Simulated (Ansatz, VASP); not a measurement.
ZnSe in VASP and in Ansatz

```xyz
2
Lattice="0.0000 2.7836 2.7836 2.7836 0.0000 2.7836 2.7836 2.7836 0.0000" Properties=species:S:1:pos:R:3 pbc="T T T"
Zn    0.0000    0.0000    0.0000
Se    4.1754    4.1754    4.1754
```

Alike in both runs: functional LDA; k mesh 8 × 8 × 8; occupations gaussian, width 0.02 eV; no spin polarisation.

Ansatz relaxed the structure, and its values are those at the end. VASP's run is a single point on that final structure, the one shown.

|  | VASP | Ansatz |
| --- | --- | --- |
| version | VASP 6.6.1 | Ansatz 0.2.0 |
| potentials or method | VASP PAW LDA potentials, release 64 (Zn, Se), cutoff 500 eV | scalar-relativistic, plane waves, PAW |
| valence electrons in the cell | 18 | 28 |

VASP gave:

* gap on the k mesh at the Fermi level (eV): 1.29
* least direct gap on the mesh (eV): 1.29
* pressure (GPa): 0.4

Question: Which values does Ansatz return?

Answer: gap on the k mesh at the Fermi level (eV): 1.25; least direct gap on the mesh (eV): 1.25; pressure (GPa): 0.0.

Ansatz warns that its potentials were made for another functional, while VASP's fit it. LDA's correlation is that of Perdew and Zunger in VASP and of Perdew and Wang (1992) in Ansatz. VASP's potentials hold 18 valence electrons a cell and Ansatz's 28, so a difference there can come from the potentials and not from the codes.
